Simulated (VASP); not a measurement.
# SrTiO3 (Pm-3m) in VASP: notebook

SrTiO3 is run at these levels: LDA; tasks: single point, relaxation of cell and atoms.

Program: VASP 6.6.1. These are calculated values, not measurements. Logs are shortened: lines on timing, memory, paths and dates and some standing lists are left out, and cuts for length are marked.

## Step 1: The cell of the first run

The structure is cubic, space group Pm-3m (No. 221). Conventional cell: a = 3.854 Å, b = 3.854 Å, c = 3.854 Å, α = 90.00°, β = 90.00°, γ = 90.00°. Sr (site symmetry m-3m) has 12 O at 2.73 Å and 8 Ti at 3.34 Å within 3.6 Å. Ti (site symmetry m-3m) has 6 O at 1.93 Å within 2.6 Å. O (site symmetry 4/mmm) has 2 Ti at 1.93 Å within 2.6 Å.

## Step 2: Single point, LDA

File INCAR:

```
SYSTEM = SrTiO3
ALGO     = Normal         ! electronic algorithm
EDIFF    = 1E-7           ! SCF threshold, eV
ENCUT    = 520            ! plane-wave cutoff, eV
ISIF     = 2              ! what is computed and relaxed
ISMEAR   = 0              ! smearing method
LASPH    = .True.         ! aspherical terms in the spheres
LCHARG   = .False.        ! write CHGCAR
LREAL    = .False.        ! projectors in reciprocal space
LWAVE    = .False.        ! write WAVECAR
NBANDS   = 28             ! bands
NELM     = 80             ! most SCF steps
PREC     = Accurate       ! precision mode
SIGMA    = 0.02           ! smearing width, eV
```

File KPOINTS:

```
k-points
0
Gamma
  8 8 8
  0 0 0
```

File POSCAR:

```
SrTiO3
1.0
    3.8542178121      0.0000000000      0.0000000000
    0.0000000000      3.8542178121      0.0000000000
    0.0000000000      0.0000000000      3.8542178121
Sr Ti O
1 1 3
Direct
    0.5000000000      0.5000000000      0.5000000000
    0.0000000000      0.0000000000      0.0000000000
    0.5000000000      0.0000000000      0.0000000000
    0.0000000000      0.5000000000      0.0000000000
    0.0000000000      0.0000000000      0.5000000000
```

Potentials or basis: VASP PAW LDA potentials, release 64 (Sr_sv, Ti_sv, O).

On the command line:

```sh
> cat potpaw_LDA.64/Sr_sv/POTCAR potpaw_LDA.64/Ti_sv/POTCAR potpaw_LDA.64/O/POTCAR > POTCAR
> mpirun -np 1 vasp_std > vasp.out
```

OUTCAR:

```text
SYSTEM = SrTiO3
   EDIFF = 1E-7
   ENCUT = 520
   ISIF = 2
   ISMEAR = 0
   LASPH = .True.
   LREAL = .False.
   NELM = 80
   PREC = Accurate

 ion  position               nearest neighbor table
   1  0.500  0.500  0.500-   3 2.73   4 2.73   5 2.73   3 2.73   4 2.73   3 2.73   5 2.73   3 2.73
                             4 2.73   5 2.73   4 2.73   5 2.73   2 3.34   2 3.34   2 3.34   2 3.34
   2  0.000  0.000  0.000-   3 1.93   4 1.93   5 1.93   5 1.93   4 1.93   3 1.93   1 3.34   1 3.34
                             1 3.34   1 3.34   1 3.34   1 3.34   1 3.34   1 3.34
   3  0.500  0.000  0.000-   2 1.93   2 1.93   1 2.73   1 2.73   1 2.73   1 2.73
   4  0.000  0.500  0.000-   2 1.93   2 1.93   1 2.73   1 2.73   1 2.73   1 2.73
   5  0.000  0.000  0.500-   2 1.93   2 1.93   1 2.73   1 2.73   1 2.73   1 2.73

  LATTYP: Found a simple cubic cell.
 ALAT       =     3.8542178121

  Lattice vectors:

 A1 = (   3.8542178121,   0.0000000000,   0.0000000000)
 A2 = (   0.0000000000,   3.8542178121,   0.0000000000)
 A3 = (   0.0000000000,   0.0000000000,   3.8542178121)

Analysis of symmetry for initial positions (statically):
=====================================================================
 Subroutine PRICEL returns:
 Original cell was already a primitive cell.

 Routine SETGRP: Setting up the symmetry group for a
 simple cubic supercell.

 Subroutine GETGRP returns: Found 48 space group operations
 (whereof 48 operations were pure point group operations)
 out of a pool of 48 trial point group operations.

The static configuration has the point symmetry O_h .

Analysis of symmetry for dynamics (positions and initial velocities):
=====================================================================
 Subroutine PRICEL returns:
 Original cell was already a primitive cell.

 Routine SETGRP: Setting up the symmetry group for a
 simple cubic supercell.

 Subroutine GETGRP returns: Found 48 space group operations
 (whereof 48 operations were pure point group operations)
 out of a pool of 48 trial point group operations.

The dynamic configuration has the point symmetry O_h .

 Subroutine INISYM returns: Found 48 space group operations
 (whereof 48 operations are pure point group operations),
 and found     1 'primitive' translations

----------------------------------------------------------------------------------------

                                     Primitive cell

  volume of cell :      57.2544

  direct lattice vectors                    reciprocal lattice vectors
     3.854217812  0.000000000  0.000000000     0.259456016  0.000000000  0.000000000
     0.000000000  3.854217812  0.000000000     0.000000000  0.259456016  0.000000000
     0.000000000  0.000000000  3.854217812     0.000000000  0.000000000  0.259456016

  length of vectors
     3.854217812  3.854217812  3.854217812     0.259456016  0.259456016  0.259456016

  position of ions in fractional coordinates (direct lattice)
     0.500000000  0.500000000  0.500000000
     0.000000000  0.000000000  0.000000000
     0.500000000  0.000000000  0.000000000
     0.000000000  0.500000000  0.000000000
     0.000000000  0.000000000  0.500000000

  ion indices of the primitive-cell ions
   primitive index   ion index
                 1           1
                 2           2
                 3           3
                 4           4
                 5           5

----------------------------------------------------------------------------------------

 KPOINTS: k-points

Automatic generation of k-mesh.
 Grid dimensions read from file:
 generate k-points for:    8    8    8

 Generating k-lattice:

  Cartesian coordinates                     Fractional coordinates (reciprocal lattice)
     0.032432002  0.000000000  0.000000000     0.125000000  0.000000000  0.000000000
     0.000000000  0.032432002  0.000000000     0.000000000  0.125000000  0.000000000
     0.000000000  0.000000000  0.032432002     0.000000000  0.000000000  0.125000000

  Length of vectors
     0.032432002  0.032432002  0.032432002

  Shift w.r.t. Gamma in fractional coordinates (k-lattice)
     0.000000000  0.000000000  0.000000000

 Subroutine IBZKPT returns following result:
 ===========================================

 Found     35 irreducible k-points:

 Following reciprocal coordinates:
            Coordinates               Weight
  0.000000  0.000000  0.000000      1.000000
  0.125000  0.000000  0.000000      6.000000
  0.250000  0.000000  0.000000      6.000000
  0.375000  0.000000  0.000000      6.000000
  0.500000  0.000000  0.000000      3.000000
  0.125000  0.125000  0.000000     12.000000
[... 16 lines left out ...]
  0.375000  0.375000  0.125000     24.000000
  0.500000  0.375000  0.125000     24.000000
 [... further k-points ...]
   k-points           NKPTS =     35   k-points in BZ     NKDIM =     35   number of bands    NBANDS=     28
   number of dos      NEDOS =    301   number of ions     NIONS =      5
   total plane-waves  NPLWV =  27000
   dimension x,y,z NGX =    30 NGY =   30 NGZ =   30
   dimension x,y,z NGXF=    60 NGYF=   60 NGZF=   60
   ions per type =               1   1   3
   NGX,Y,Z   is equivalent  to a cutoff of  12.94, 12.94, 12.94 a.u.
   NGXF,Y,Z  is equivalent  to a cutoff of  25.88, 25.88, 25.88 a.u.
 SYSTEM =  SrTiO3
   PREC   = accura    normal or accurate (medium, high low for compatibility)
   ISTART =      0    job   : 0-new  1-cont  2-samecut
   ICHARG =      2    charge: 1-file 2-atom 10-const
   ISPIN  =      1    spin polarized calculation?
   LNONCOLLINEAR =      F non collinear calculations
   LSORBIT =      F    spin-orbit coupling
   LASPH  =      T    aspherical Exc in radial PAW
   ENCUT  =  520.0 eV  38.22 Ry    6.18 a.u.   7.17  7.17  7.17*2*pi/ulx,y,z
   NELM   =     80;   NELMIN=  2; NELMDL= -5     # of ELM steps
   EDIFF  = 0.1E-06   stopping-criterion for ELM
   LREAL  =      F    real-space projection
   EDIFFG = 0.1E-05   stopping-criterion for IOM
   NSW    =      0    number of steps for IOM
   IBRION =     -1    ionic relax: 0-MD 1-quasi-New 2-CG
   NFREE  =      0    steps in history (QN), initial steepest desc. (CG)
   ISIF   =      2    stress and relaxation
   ISYM   =      2    0-nonsym 1-usesym 2-fastsym
   POTIM  = 0.5000    time-step for ionic-motion
   TEBEG  =    0.0;   TEEND  =   0.0 temperature during run
   PSTRESS=    0.0 pullay stress
   NELECT =      40.0000    total number of electrons
   NUPDOWN=      -1.0000    fix difference up-down
   EMIN   =  10.00;   EMAX   =-10.00  energy-range for DOS
   EFERMI =   0.00;   METHOD = LEGACY
   ISMEAR =     0;   SIGMA  =   0.02  broadening in eV -4-tet -1-fermi 0-gaus
   EFERMI_NEDOS =   21; number of points for ismear=-14 and -15
   IALGO  =     38    algorithm
   IMIX   =      4    mixing-type and parameters
     AMIX     =   0.40;   BMIX     =  1.00
     AMIX_MAG =   1.60;   BMIX_MAG =  1.00
  volume/ion in A,a.u.               =      11.45        77.27
  Fermi-wavevector in a.u.,A,eV,Ry     =   1.452642  2.745095 28.710586  2.110169
  Thomas-Fermi vector in A             =   2.570000
   LORBIT       =      0    0 simple, 1 ext, 2 COOP (PROOUT), +10 PAW based schemes
   GGA     = CA    functional components
   LHFCALC =     F    Hartree Fock is set to
   AEXX    =    0.0000 exact exchange contribution
   IVDW    =     0    specifies the selected vdW correction
   LEPSILON=     F    determine dielectric tensor
   LRPA    =     F    only Hartree local field effects (RPA)
 non-spin polarized calculation
 Gauss-broadening in eV      SIGMA  =   0.02
  energy-cutoff  :      520.00
  volume of cell :       57.25
 maximum number of plane-waves:      1568
 NGX is ok and might be reduce to    30
   NGX = 15   NGY = 15   NGZ = 15

 number of electron      40.0000029 magnetization

 Free energy of the ion-electron system (eV)
  ---------------------------------------------------
  ext. energy  EPLUGINS =         0.00000000
  ---------------------------------------------------
  free energy    TOTEN  =       -44.17624775 eV

  energy without entropy =      -44.17624775  energy(sigma->0) =      -44.17624775

 E-fermi :   4.3657     XC(G=0): -12.0010

 val. band max:        4.2106653531   @ k =   0.5000   0.5000   0.5000
 cond. band min:       6.0263168751   @ k =   0.0000   0.0000   0.0000
 fundamental gap:      1.8156515220
 Fermi energy:         4.3657323961

 k-point     1 :       0.0000    0.0000    0.0000
  band No.  band energies     occupation
      1     -51.3572      2.00000
      2     -28.1704      2.00000
      3     -28.0378      2.00000
      4     -28.0378      2.00000
      5     -28.0378      2.00000
      6     -13.0644      2.00000
[... 20 lines left out ...]
     27       9.4780      0.00000
     28      10.5576      0.00000

 k-point     2 :       0.1250    0.0000    0.0000
  band No.  band energies     occupation
      1     -51.3569      2.00000
      2     -28.1876      2.00000
      3     -28.0373      2.00000
      4     -28.0373      2.00000
      5     -28.0290      2.00000
      6     -13.0786      2.00000
[... 20 lines left out ...]
     27       9.7683      0.00000
     28      10.9391      0.00000

 k-point     3 :       0.2500    0.0000    0.0000
  band No.  band energies     occupation
      1     -51.3562      2.00000
      2     -28.2252      2.00000
      3     -28.0359      2.00000
      4     -28.0359      2.00000
      5     -28.0113      2.00000
      6     -13.1721      2.00000
[... 20 lines left out ...]
     27      10.5115      0.00000
     28      11.9663      0.00000

 k-point     4 :       0.3750    0.0000    0.0000
  band No.  band energies     occupation
      1     -51.3554      2.00000
      2     -28.2600      2.00000
      3     -28.0345      2.00000
      4     -28.0345      2.00000
      5     -27.9962      2.00000
      6     -13.3076      2.00000
[... 578 lines left out ...]
     27      12.4268      0.00000
     28      12.7753      0.00000

 k-point    23 :       0.3750    0.3750    0.1250
  band No.  band energies     occupation
      1     -51.3534      2.00000
      2     -28.1805      2.00000
      3     -28.1101      2.00000
      4     -28.0520      2.00000
      5     -28.0406      2.00000
      6     -12.6519      2.00000
[... 20 lines left out ...]
     27      12.5288      0.00000
     28      12.9798      0.00000

 k-point    24 :       0.5000    0.3750    0.1250
  band No.  band energies     occupation
      1     -51.3531      2.00000
      2     -28.1694      2.00000
      3     -28.1096      2.00000
      4     -28.0686      2.00000
      5     -28.0439      2.00000
      6     -12.5551      2.00000
[... 20 lines left out ...]
     27      12.7634      0.00000
     28      13.1004      0.00000

 [... further k-points ...]

------------------------ aborting loop because EDIFF is reached ----------------------------------------

  FORCE on cell =-STRESS in cart. coord.  units (eV):
  Direction    XX          YY          ZZ          XY          YZ          ZX
  --------------------------------------------------------------------------------------
  -------------------------------------------------------------------------------------
  Total        0.3920181      0.3920181      0.3920181     -0.0000000     -0.0000000      0.0000000
  in kB       10.9700325     10.9700325     10.9700325     -0.0000000     -0.0000000      0.0000000
  external PRESSURE =      10.9700325 kB  Pullay stress =       0.0000000 kB

 VOLUME and BASIS-vectors are now :
 -----------------------------------------------------------------------------
  energy-cutoff  :      520.00
  volume of cell :       57.25
      direct lattice vectors                 reciprocal lattice vectors
     3.854217812  0.000000000  0.000000000     0.259456016  0.000000000  0.000000000
     0.000000000  3.854217812  0.000000000     0.000000000  0.259456016  0.000000000
     0.000000000  0.000000000  3.854217812     0.000000000  0.000000000  0.259456016

 POSITION                                       TOTAL-FORCE (eV/Angst)
 -----------------------------------------------------------------------------------
      1.92711      1.92711      1.92711         0.000000      0.000000      0.000000
      0.00000      0.00000      0.00000         0.000000      0.000000      0.000000
      1.92711      0.00000      0.00000         0.000000      0.000000      0.000000
      0.00000      1.92711      0.00000         0.000000      0.000000      0.000000
      0.00000      0.00000      1.92711         0.000000      0.000000      0.000000
 -----------------------------------------------------------------------------------
    total drift:                                0.000000     -0.000000      0.000000

  FREE ENERGIE OF THE ION-ELECTRON SYSTEM (eV)
  ---------------------------------------------------
  free  energy   TOTEN  =       -44.1762477492 eV

  energy  without entropy=      -44.1762477492  energy(sigma->0) =      -44.17624775
```

Run time: 63 s. Hardware: 1 thread of AMD EPYC 7R43 (Zen 3), shared host; peak memory 0.15 GiB.

What came out:

```yaml
Free_energy: -44.1762 eV
Pressure: 1.1 GPa
Band_gap_on_the_k_mesh: 1.82 eV (least direct gap 2.15 eV)
```

A k mesh can miss the band edges. Expect the measured gap to be larger: semilocal functionals such as LDA lack the derivative discontinuity.

(Part 1 of 2 ends here.)
